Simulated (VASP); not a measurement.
A run of VASP 6.6.1:

The input INCAR:

```
PREC     = Accurate       # precision mode
ENCUT    = 520            # plane-wave cutoff, eV
EDIFF    = 1E-6           # SCF threshold, eV
ISMEAR   = 0              # smearing method
SIGMA    = 0.05           # smearing width, eV
LREAL    = F              # projectors in reciprocal space
LASPH    = T              # aspherical terms in the spheres
NELM     = 100            # most SCF steps
ALGO     = Normal         # electronic algorithm
ISIF     = 2              # what is computed and relaxed
LWAVE    = F              # write WAVECAR
LCHARG   = F              # write CHGCAR
GGA      = PS             # functional
NBANDS   = 18             # bands
```

The input KPOINTS:

```
regular mesh
0
Gamma
  10 10 10
```

POSCAR

```
YN2
1.0
    3.4508622678      0.0000000000      0.0000000000
   -1.7254311339      2.9885343889      0.0000000000
    0.0000000000      0.0000000000      3.1854056289
Y N
1 2
Direct
    0.0000000000      0.0000000000      0.0000000000
    0.3333333333      0.6666666667      0.5000050638
    0.6666666667      0.3333333333      0.4999949362
```

Potentials or basis: VASP PAW PBE potentials, release 64 (Y_sv, N).

Command:

```console
$ cat potpaw_PBE.64/Y_sv/POTCAR potpaw_PBE.64/N/POTCAR > POTCAR
$ mpirun -np 1 vasp_std > vasp.out
```

Hardware: 1 thread of Intel Xeon 8259CL, with other jobs on the host.

Problem. How long does it take, and how much memory?

Solution. Wall time 100 s on 1 thread of Intel Xeon 8259CL, on a shared host, peak memory 0.21 GiB. Counts: scf iterations 13, k points 116.
